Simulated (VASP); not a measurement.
Input of a VASP 6.6.1 run:

Contents of POSCAR:

```
ScAl
1.0
    3.3703490000      0.0000000000      0.0000000000
    0.0000000000      3.3703490000      0.0000000000
    0.0000000000      0.0000000000      3.3703490000
Sc Al
1 1
Direct
    0.5000000000      0.5000000000      0.5000000000
    0.0000000000      0.0000000000      0.0000000000
```

File INCAR.step1:

```
PREC = Accurate
ENCUT = 520
ISMEAR = 1
SIGMA = 0.2
LREAL = F
LASPH = T
NELM = 100
NBANDS = 14
GGA = PE
ALGO = Normal
EDIFF = 1E-4
LWAVE = T
LCHARG = F
```

INCAR.step2

```
PREC = Accurate
ENCUT = 520
EDIFF = 1E-6
ISMEAR = 1
SIGMA = 0.2
LREAL = F
LASPH = T
NELM = 100
ALGO = Normal
ISIF = 2
LWAVE = F
LCHARG = T
METAGGA = R2SCAN
LMIXTAU = T
LELF = T
LVHAR = T
NBANDS = 14
ISTART = 1
```

The input KPOINTS:

```
Automatic mesh
0
Gamma
  10 10 10
```

Potentials or basis: VASP PAW PBE potentials, release 64 (Sc_sv, Al).

Launch:

```sh
$ cat potpaw_PBE.64/Sc_sv/POTCAR potpaw_PBE.64/Al/POTCAR > POTCAR
$ cp INCAR.step1 INCAR
$ mpirun -np 1 vasp_std > vasp.out
$ cp INCAR.step2 INCAR
$ mpirun -np 1 vasp_std > vasp.out
```

Question: Estimate the pressure.

Answer: 0.2 GPa.

Question: Estimate the band gap on the k mesh.

Answer: Zero (band 7 reaches 6.52 eV, above the bottom of band 8 at 5.27 eV).

Caveat: the PAW data sets were made with another functional, which shifts forces and pressure a little.
